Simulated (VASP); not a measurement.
Wanted: the native input for a VASP 6.6.1 run.

* Task: single point
* Functional: LDA
* Potentials or basis: VASP PAW LDA potentials, release 64 (W_sv)
* Cutoff: 520 eV
* k mesh: 12 × 12 × 12
* Occupations: fermi-dirac, width 0.001 eV
* Spin: collinear spin, ferromagnetic start
* Starting moments: [0.5] μB
* Dipole correction: no
* Further INCAR settings: ALGO = Normal; EDIFF = 1e-06; NBANDS = 17

The structure of W lies in POSCAR:

```
W
1.0
   -1.5823450000      1.5823450000      1.5823450000
    1.5823450000     -1.5823450000      1.5823450000
    1.5823450000      1.5823450000     -1.5823450000
W
1
Direct
    0.0000000000      0.0000000000      0.0000000000
```

These files were run (other wordings do the same):

INCAR

```
PREC = Accurate
ENCUT = 520
EDIFF = 1E-6
ISMEAR = -1
SIGMA = 0.001
LREAL = F
LASPH = T
NELM = 150
ALGO = Normal
ISIF = 2
LWAVE = F
LCHARG = F
ISPIN = 2
MAGMOM = 0.5
LORBIT = 11
LMAXMIX = 4
NBANDS = 17
```

KPOINTS

```
Automatic mesh
0
Gamma
  12 12 12
```

Potentials or basis: VASP PAW LDA potentials, release 64 (W_sv).

Launch:

```bash
$ cat potpaw_LDA.64/W_sv/POTCAR > POTCAR
$ mpirun -np 1 vasp_std > vasp.out
```

Results of the run:

* Pressure: -7.5 GPa
* Band gap on the k mesh: zero (filled and empty bands overlap)
* Net moment: -0.01 μB per cell
* Valence electrons inside the program's atomic spheres: W 12.13

Caveat: spin-orbit coupling is left out, which moves the levels of the heavy elements.

Wall time 34 s on 1 thread of AMD EPYC 7R43 64-Core Processor (Zen 3), on a shared host, peak memory 0.1 GiB.
